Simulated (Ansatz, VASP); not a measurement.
## One calculation of Lu, two programs

```
CELL_PARAMETERS angstrom
0.00000 2.45304 2.45304
2.45304 0.00000 2.45304
2.45304 2.45304 0.00000
ATOMIC_POSITIONS crystal
Lu 0.00000 0.00000 0.00000
```

Change from the starting cell: volume scaled by 1.02, PAW files.

Alike in both runs: task electric field gradients; functional PBE; k mesh 15 × 15 × 15; occupations fermi-dirac, width 0.05 eV; no spin polarisation.

|  | VASP | Ansatz |
| --- | --- | --- |
| version | VASP 6.6.1 | Ansatz 0.2.0 |
| potentials or method | VASP PAW PBE potentials, release 64 (Lu) | PAW with Ansatz's default frozen-core files, scalar-relativistic |
| plane-wave cutoff (eV) | 520 | 420 |
| valence electrons in the cell | 25 | 25 |

|  | VASP | Ansatz | Ansatz less VASP |
| --- | --- | --- | --- |
| pressure (GPa) | -0.7 | -0.8 | -0.13 |

Spin-orbit coupling is off throughout.
